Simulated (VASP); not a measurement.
# Y (Fm-3m) in VASP: single point with PBE

Aim: the single point of Y with PBE.

All numbers are computed with VASP 6.6.1; they aren't measurements. Logs are shortened: lines on timing, memory, paths and dates and some standing lists are left out, and cuts for length are marked.

### 1 The cell of the first run

The structure is cubic, space group Fm-3m (No. 225). Conventional cell: a = 5.064 Å, b = 5.064 Å, c = 5.064 Å, α = 90.00°, β = 90.00°, γ = 90.00°. Within 4.7 Å of Y (site symmetry m-3m) lie 12 Y at 3.58 Å.

This isn't the form of Y at room conditions, which is hcp.

### 2 Single point, PBE, non-collinear spin, zero start, spin-orbit coupling

INCAR reads:

```
ALGO = Normal
EDIFF = 1E-7
ENCUT = 520
GGA = PE
GGA_COMPAT = False
ISIF = 2
ISMEAR = -1
LASPH = True
LCHARG = True
LMAXMIX = 4
LORBIT = 11
LORBMOM = True
LREAL = False
LSORBIT = True
LVHAR = True
LWAVE = False
MAGMOM = 0 0 0
NBANDS = 22
NELM = 150
PREC = Accurate
SIGMA = 0.05
```

KPOINTS reads:

```
k-points
0
Gamma
  14 14 14
```

POSCAR reads:

```
Y
1.0
    0.0000000000      2.5318577058      2.5318577058
    2.5318577058      0.0000000000      2.5318577058
    2.5318577058      2.5318577058      0.0000000000
Y
1
Direct
    0.0000000000      0.0000000000      0.0000000000
```

Potentials or basis: VASP PAW PBE potentials, release 64 (Y_sv).

Run with:

```bash
$ cat potpaw_PBE.64/Y_sv/POTCAR > POTCAR
$ mpirun -np 1 vasp_ncl > vasp.out
```

OUTCAR:

```text
EDIFF = 1E-7
   ENCUT = 520
   GGA = PE
   ISIF = 2
   ISMEAR = -1
   LASPH = True
   LORBIT = 11
   LREAL = False
   LSORBIT = True
   NELM = 150
   PREC = Accurate

 ion  position               nearest neighbor table
   1  0.000  0.000  0.000-

  LATTYP: Found a face centered cubic cell.
 ALAT       =     5.0637154116

  Lattice vectors:

 A1 = (   0.0000000000,   2.5318577058,   2.5318577058)
 A2 = (   2.5318577058,   0.0000000000,   2.5318577058)
 A3 = (   2.5318577058,   2.5318577058,   0.0000000000)

Analysis of symmetry for initial positions (statically):
=====================================================================
 Subroutine PRICEL returns:
 Original cell was already a primitive cell.

 Routine SETGRP: Setting up the symmetry group for a
 face centered cubic supercell.

 Subroutine GETGRP returns: Found 48 space group operations
 (whereof 48 operations were pure point group operations)
 out of a pool of 48 trial point group operations.

The static configuration has the point symmetry O_h .

Analysis of symmetry for dynamics (positions and initial velocities):
=====================================================================
 Subroutine PRICEL returns:
 Original cell was already a primitive cell.

 Routine SETGRP: Setting up the symmetry group for a
 face centered cubic supercell.

 Subroutine GETGRP returns: Found 48 space group operations
 (whereof 48 operations were pure point group operations)
 out of a pool of 48 trial point group operations.

The dynamic configuration has the point symmetry O_h .

Analysis of structural, dynamic, and magnetic symmetry:
=====================================================================
 Subroutine PRICEL returns:
 Original cell was already a primitive cell.

 Routine SETGRP: Setting up the symmetry group for a
 face centered cubic supercell.

 Subroutine GETGRP returns: Found 48 space group operations
 (whereof 48 operations were pure point group operations)
 out of a pool of 48 trial point group operations.

The overall configuration has the point symmetry O_h .

 Subroutine INISYM returns: Found 48 space group operations
 (whereof 48 operations are pure point group operations),
 and found     1 'primitive' translations

----------------------------------------------------------------------------------------

                                     Primitive cell

  volume of cell :      32.4600

  direct lattice vectors                    reciprocal lattice vectors
     0.000000000  2.531857706  2.531857706    -0.197483452  0.197483452  0.197483452
     2.531857706  0.000000000  2.531857706     0.197483452 -0.197483452  0.197483452
     2.531857706  2.531857706  0.000000000     0.197483452  0.197483452 -0.197483452

  length of vectors
     3.580587506  3.580587506  3.580587506     0.342051373  0.342051373  0.342051373

  position of ions in fractional coordinates (direct lattice)
     0.000000000  0.000000000  0.000000000

  ion indices of the primitive-cell ions
   primitive index   ion index
                 1           1

----------------------------------------------------------------------------------------

 KPOINTS: k-points

Automatic generation of k-mesh.
 Grid dimensions read from file:
 generate k-points for:   14   14   14

 Generating k-lattice:

  Cartesian coordinates                     Fractional coordinates (reciprocal lattice)
    -0.014105961  0.014105961  0.014105961     0.071428571  0.000000000  0.000000000
     0.014105961 -0.014105961  0.014105961     0.000000000  0.071428571  0.000000000
     0.014105961  0.014105961 -0.014105961     0.000000000  0.000000000  0.071428571

  Length of vectors
     0.024432241  0.024432241  0.024432241

  Shift w.r.t. Gamma in fractional coordinates (k-lattice)
[... 51 lines left out ...]
   NELM   =    150;   NELMIN=  2; NELMDL= -5     # of ELM steps
   EDIFF  = 0.1E-06   stopping-criterion for ELM
   LREAL  =      F    real-space projection
   EDIFFG = 0.1E-05   stopping-criterion for IOM
   NSW    =      0    number of steps for IOM
   IBRION =     -1    ionic relax: 0-MD 1-quasi-New 2-CG
   NFREE  =      0    steps in history (QN), initial steepest desc. (CG)
   ISIF   =      2    stress and relaxation
   ISYM   =      2    0-nonsym 1-usesym 2-fastsym
   POTIM  = 0.5000    time-step for ionic-motion
   TEBEG  =    0.0;   TEEND  =   0.0 temperature during run
   PSTRESS=    0.0 pullay stress
   NELECT =      11.0000    total number of electrons
   NUPDOWN=      -1.0000    fix difference up-down
   EMIN   =  10.00;   EMAX   =-10.00  energy-range for DOS
   EFERMI =   0.00;   METHOD = LEGACY
   ISMEAR =    -1;   SIGMA  =   0.05  broadening in eV -4-tet -1-fermi 0-gaus
   EFERMI_NEDOS =   21; number of points for ismear=-14 and -15
   IALGO  =     38    algorithm
   IMIX   =      4    mixing-type and parameters
     AMIX     =   0.40;   BMIX     =  1.00
     AMIX_MAG =   1.60;   BMIX_MAG =  1.00
  volume/ion in A,a.u.               =      32.46       219.05
  Fermi-wavevector in a.u.,A,eV,Ry     =   1.141361  2.156860 17.724382  1.302705
  Thomas-Fermi vector in A             =   2.278062
   LORBIT       =     11    0 simple, 1 ext, 2 COOP (PROOUT), +10 PAW based schemes
   GGA     = PE    functional components
   LHFCALC =     F    Hartree Fock is set to
   AEXX    =    0.0000 exact exchange contribution
   IVDW    =     0    specifies the selected vdW correction
   LEPSILON=     F    determine dielectric tensor
   LRPA    =     F    only Hartree local field effects (RPA)
  energy-cutoff  :      520.00
  volume of cell :       32.46
 maximum number of plane-waves:      1790
   NGX = 13   NGY = 13   NGZ = 13

 number of electron      11.0000000 magnetization       0.0000000      0.0000000      0.0000000

 number of electron      11.0000000 magnetization       0.0000000     -0.0000000     -0.0000000

 number of electron      11.0000000 magnetization      -0.0000000      0.0000000      0.0000000

 Free energy of the ion-electron system (eV)
  ---------------------------------------------------
  ext. energy  EPLUGINS =         0.00000000
  ---------------------------------------------------
  free energy    TOTEN  =        -6.46300845 eV

  energy without entropy =       -6.44950428  energy(sigma->0) =       -6.45625637

 E-fermi :   3.1199     XC(G=0):  -9.4699

 val. band max:        3.1174853207   @ k =  -0.3571   0.4286   0.2143
 cond. band min:       3.1268202992   @ k =   0.5000   0.2857   0.1429
 fundamental gap:      0.0093349785
 Fermi energy:         3.1199351617

 k-point     1 :       0.0000    0.0000    0.0000
  band No.  band energies     occupation
      1     -39.5667      1.00000
      2     -39.5667      1.00000
      3     -20.2325      1.00000
      4     -20.2325      1.00000
      5     -18.7885      1.00000
      6     -18.7885      1.00000
[... 589 lines left out ...]
     21      13.1912      0.00000
     22      13.1912      0.00000

 [... further k-points ...]

------------------------ aborting loop because EDIFF is reached ----------------------------------------

  FORCE on cell =-STRESS in cart. coord.  units (eV):
  Direction    XX          YY          ZZ          XY          YZ          ZX
  --------------------------------------------------------------------------------------
  -------------------------------------------------------------------------------------
  Total       -0.0263592     -0.0263592     -0.0263592      0.0000000      0.0000000      0.0000000
  in kB       -1.3010516     -1.3010516     -1.3010516      0.0000000      0.0000000      0.0000000
  external PRESSURE =      -1.3010516 kB  Pullay stress =       0.0000000 kB

 VOLUME and BASIS-vectors are now :
 -----------------------------------------------------------------------------
  energy-cutoff  :      520.00
  volume of cell :       32.46
      direct lattice vectors                 reciprocal lattice vectors
     0.000000000  2.531857706  2.531857706    -0.197483452  0.197483452  0.197483452
     2.531857706  0.000000000  2.531857706     0.197483452 -0.197483452  0.197483452
     2.531857706  2.531857706  0.000000000     0.197483452  0.197483452 -0.197483452

 POSITION                                       TOTAL-FORCE (eV/Angst)
 -----------------------------------------------------------------------------------
      0.00000      0.00000      0.00000         0.000000     -0.000000      0.000000
 -----------------------------------------------------------------------------------
    total drift:                               -0.000000      0.000000     -0.000000

  FREE ENERGIE OF THE ION-ELECTRON SYSTEM (eV)
  ---------------------------------------------------
  free  energy   TOTEN  =        -6.4630084500 eV

  energy  without entropy=       -6.4495042834  energy(sigma->0) =       -6.45625637

 orbital moment (x)

 # of ion     p       d       f       tot
 ------------------------------------------------
  1         0.000   0.000  -0.000   0.000
 ------------------------------------------------
            0.000   0.000  -0.000   0.000

 orbital moment (y)

 # of ion     p       d       f       tot
 ------------------------------------------------
  1         0.000   0.000  -0.000   0.000
 ------------------------------------------------
            0.000   0.000  -0.000   0.000

 orbital moment (z)

 # of ion     p       d       f       tot
 ------------------------------------------------
  1         0.000   0.000  -0.000  -0.000
 ------------------------------------------------
            0.000   0.000  -0.000  -0.000

 Spin-Orbit-Coupling matrix elements

 Ion:    1  E_soc:     -0.0986025
 l=   1
     0.0000000    -0.0162911    -0.0162911
    -0.0162911     0.0000000    -0.0162911
    -0.0162911    -0.0162911     0.0000000
 l=   2
     0.0000000    -0.0000084     0.0000000    -0.0000084    -0.0001343
    -0.0000084     0.0000000    -0.0001007    -0.0000084    -0.0000336
     0.0000000    -0.0001007     0.0000000    -0.0001007     0.0000000
    -0.0000084    -0.0000084    -0.0001007     0.0000000    -0.0000336
    -0.0001343    -0.0000336     0.0000000    -0.0000336     0.0000000
 l=   3
     0.0000000     0.0000000     0.0000000     0.0000000     0.0000000     0.0000000     0.0000000
     0.0000000     0.0000000     0.0000000     0.0000000     0.0000000     0.0000000     0.0000000
     0.0000000     0.0000000     0.0000000     0.0000000     0.0000000     0.0000000     0.0000000
     0.0000000     0.0000000     0.0000000     0.0000000     0.0000000     0.0000000     0.0000000
     0.0000000     0.0000000     0.0000000     0.0000000     0.0000000     0.0000000     0.0000000
     0.0000000     0.0000000     0.0000000     0.0000000     0.0000000     0.0000000     0.0000000
     0.0000000     0.0000000     0.0000000     0.0000000     0.0000000     0.0000000     0.0000000

 total charge

# of ion       s       p       d       f       tot
--------------------------------------------------
    1        2.282   6.214   0.950   0.006   9.452

 magnetization (x)

# of ion       s       p       d       f       tot
--------------------------------------------------
    1       -0.000   0.000   0.000   0.000   0.000

 magnetization (y)

# of ion       s       p       d       f       tot
--------------------------------------------------
    1        0.000   0.000   0.000  -0.000   0.000

 magnetization (z)

# of ion       s       p       d       f       tot
--------------------------------------------------
    1        0.000   0.000   0.000   0.000   0.000
```

Run time: 85 s. Hardware: 1 thread of AMD EPYC 9R45 (Zen 5), shared host; peak memory 0.29 GiB.

What came out:

```
Free energy                                           : -6.4630 eV
Pressure                                              : -0.1 GPa
Net moment                                            : 0.00 μB per cell
Valence electrons inside the program's atomic spheres : Y 9.45
```

Moments on the atoms (μB; x, y, z):
```
Y   0.00 0.00 0.00
```
